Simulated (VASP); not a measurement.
PbO:

```
CELL_PARAMETERS angstrom
3.17937 0.00000 0.00000
0.00000 3.17937 0.00000
0.00000 0.00000 3.17937
ATOMIC_POSITIONS crystal
Pb 0.00000 0.00000 0.00000
O 0.50000 0.50000 0.50000
```

Program: VASP 6.6.1. Alike in all runs: task single point; potentials or basis VASP PAW PBE potentials, release 64 (Pb_d, O); no spin polarisation; cell as given; cutoff (eV) 520; smearing gaussian 0.01 eV.

Question: Order these runs on this cell by their band gap on the k mesh, lowest first.
A. level PBEsol; k mesh 6 × 6 × 6
B. level PBE-based screened hybrid with 40 % exact exchange; k mesh 4 × 4 × 4; grid for exact exchange (PRECFOCK) Normal; share of exact exchange 0.4; screening parameter 0.2078 1/Å
C. level HSE06; k mesh 4 × 4 × 4; grid for exact exchange (PRECFOCK) Normal; share of exact exchange 0.25; screening parameter 0.2079 1/Å

Answer: B (0.16 eV), C (0.39 eV), A (0.65 eV).

Caveats: some runs use coarse meshes; spin-orbit coupling is left out, which moves the levels of the heavy elements.

A k mesh can miss the band edges.
